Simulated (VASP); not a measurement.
Wanted: the native input for a VASP 6.6.1 run.

- Task: single point
- Functional: LDA
- Potentials or basis: VASP PAW LDA potentials, release 64 (Pb_d)
- Cutoff: 520 eV
- k mesh: 14 × 14 × 14
- Occupations: fermi-dirac, width 0.05 eV
- Spin: no spin polarisation
- Dipole correction: no
- Further INCAR settings: ALGO = Normal; EDIFF = 1e-06; NBANDS = 13

The structure of Pb lies in POSCAR:

```
Pb
1.0
   -1.5329517481      1.5329517481      1.5329517481
    1.5329517481     -1.5329517481      1.5329517481
    1.5329517481      1.5329517481     -1.5329517481
Pb
1
Direct
    0.0000000000      0.0000000000      0.0000000000
```

This cell differs from its parent crystal: volume scaled by 0.5.

One way to write it, as run:

INCAR

```
  PREC = Accurate
  ENCUT = 520
  EDIFF = 1E-6
  ISMEAR = -1
  SIGMA = 0.05
  LREAL = F
  LASPH = T
  NELM = 80
  ALGO = Normal
  ISIF = 2
  LWAVE = F
  LCHARG = T
  LELF = T
  LVHAR = T
  NBANDS = 13
```

KPOINTS

```
regular mesh
0
Gamma
  14 14 14
```

Potentials or basis: VASP PAW LDA potentials, release 64 (Pb_d).

Run with:

```sh
$ cat potpaw_LDA.64/Pb_d/POTCAR > POTCAR
$ mpirun -np 1 vasp_std > vasp.out
```

It gave:

The pressure is 204.9 GPa and the band gap on the k mesh is zero (band 7 reaches 30.05 eV, above the bottom of band 8 at 15.38 eV).

Caveat: spin-orbit coupling is left out, which moves the levels of the heavy elements.

Wall time 19 s on 1 thread of AMD EPYC 7R43 64-Core Processor (Zen 3), on a shared host, peak memory 0.1 GiB.
